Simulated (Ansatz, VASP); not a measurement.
**One calculation of Hf3TiO8, two programs**

```
CELL_PARAMETERS angstrom
3.38019 -3.37367 0.00000
3.38019 3.37367 0.00000
0.00000 0.00000 6.31733
ATOMIC_POSITIONS crystal
Hf 0.50000 0.50000 0.25455
Hf 0.00000 0.00000 0.00000
Hf 0.50000 0.50000 0.74545
O 0.19076 0.19076 0.26177
O 0.80924 0.80924 0.26177
O 0.69447 0.30553 0.00000
O 0.30553 0.69447 0.00000
O 0.19076 0.19076 0.73823
O 0.80924 0.80924 0.73823
O 0.70478 0.29522 0.50000
O 0.29522 0.70478 0.50000
Ti 0.00000 0.00000 0.50000
```

Alike in both runs: task single point; functional PBE; k mesh 6 × 6 × 4; occupations fermi-dirac, width 0.02 eV; no spin polarisation.

|  | VASP | Ansatz |
| --- | --- | --- |
| version | VASP 6.6.1 | Ansatz 0.2.0 |
| potentials or method | VASP PAW PBE potentials, release 64 (Hf_pv, O, Ti_sv) | plane waves, PAW |
| plane-wave cutoff (eV) | 520 | 420 |
| valence electrons in the cell | 90 | 138 |

VASP gave:

| Property | Result |
| --- | --- |
| gap on the k mesh at the Fermi level (eV) | 2.56 |
| pressure (GPa) | 3.0 |
| rms of the force components (eV/Å) | 0.064 |

Estimate Ansatz's values.

gap on the k mesh at the Fermi level (eV): 2.61; pressure (GPa): 5.1; rms of the force components (eV/Å): 0.023.

VASP's potentials hold 90 valence electrons a cell and Ansatz's 138, so a difference there can come from the potentials and not from the codes.

Neither program's run includes spin-orbit coupling.
